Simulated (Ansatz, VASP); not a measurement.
# One calculation of KBr, two programs

File POSCAR:

```
KBr
1.0
    0.0000000000      3.3912750000      3.2925000000
    3.3912750000      0.0000000000      3.2925000000
    3.3912750000      3.3912750000      0.0000000000
K Br
1 1
Direct
    0.0000000000      0.0000000000      0.0000000000
    0.5000000000      0.5000000000      0.5000000000
```

File INCAR.step1:

```
  PREC = Accurate
  ENCUT = 520
  ISMEAR = 0
  SIGMA = 0.05
  LREAL = False
  LASPH = True
  NELM = 60
  NBANDS = 15
  GGA = PE
  ALGO = Normal
  EDIFF = 1E-4
  LWAVE = True
  LCHARG = False
```

File INCAR.step2:

```
  PREC = Accurate
  ENCUT = 520
  EDIFF = 1E-7
  ISMEAR = 0
  SIGMA = 0.05
  LREAL = False
  LASPH = True
  NELM = 60
  ALGO = Normal
  ISIF = 2
  LWAVE = False
  LCHARG = False
  METAGGA = R2SCAN
  LMIXTAU = True
  NBANDS = 15
  ISTART = 1
```

The input KPOINTS:

```
Automatic mesh
0
Gamma
  6 6 6
```

Input for Ansatz:

```yaml
crystal:
  lattice:
    - [0.0, 3.391275, 3.2925]
    - [3.391275, 0.0, 3.2925]
    - [3.391275, 3.391275, 0.0]
  atoms:
    - { symbol: K, position: [0.0, 0.0, 0.0] }
    - { symbol: Br, position: [0.5, 0.5, 0.5] }
basis:
  ecutwfc: 500
kpoints:
  mp_grid: { grid: [6, 6, 6] }
hamiltonian:
  xc: r2scan
scf:
  occupations: { method: gaussian, width: 0.05 }
output:
  forces: true
  stress: true
  eigenvalues: true
```

Change from the starting cell: strain +0.030 along x and y, +0.000 along z, atoms carried along.

Alike in both runs: task single point; functional r2SCAN; k mesh 6 × 6 × 6; occupations gaussian, width 0.05 eV; no spin polarisation.

|  | VASP | Ansatz |
| --- | --- | --- |
| version | VASP 6.6.1 | Ansatz 0.2.0 |
| potentials or method | VASP PAW PBE potentials, release 64 (K_sv, Br), cutoff 520 eV | scalar-relativistic, plane waves, PAW |
| valence electrons in the cell | 16 | 16 |

VASP gave:

* gap on the k mesh at the Fermi level (eV): 4.93
* least direct gap on the mesh (eV): 4.93
* pressure (GPa): -0.7
* traceless stress, the component that is largest in VASP (GPa): 0.55

Which values does Ansatz return?

gap on the k mesh at the Fermi level (eV): 4.92; least direct gap on the mesh (eV): 4.92; pressure (GPa): -0.6; traceless stress, the component that is largest in VASP (GPa): 0.55.

VASP's potentials were made for PBE, not for r2SCAN. The functional is the same, so the differences come from potentials, cutoffs and numerics.
